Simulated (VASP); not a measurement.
Crystal: Ta.

```
Ta
1.0
    -1.66000    1.66000    1.66000
     1.66000   -1.66000    1.66000
     1.66000    1.66000   -1.66000
Ta
1
Direct
  0.00000 0.00000 0.00000
```

Base run:

* Program: VASP 6.6.1
* Functional: PBE
* Potentials or basis: VASP PAW PBE potentials, release 64 (Ta_pv)
* Cutoff: 500 eV
* k mesh: 12 × 12 × 12
* Occupations: fermi-dirac, width 0.1 eV
* Spin: no spin polarisation

Its results: band gap on the k mesh zero (an odd number of electrons rules out a gap without spin polarisation); pressure 0.0 GPa.

The run is repeated on the same cell with these changes: k mesh from 12 × 12 × 12 to 8 × 8 × 8. What comes out?

Band gap on the k mesh zero (an odd number of electrons rules out a gap without spin polarisation); pressure -1.4 GPa.

Caveats: spin-orbit coupling is left out, which moves the levels of the heavy elements.
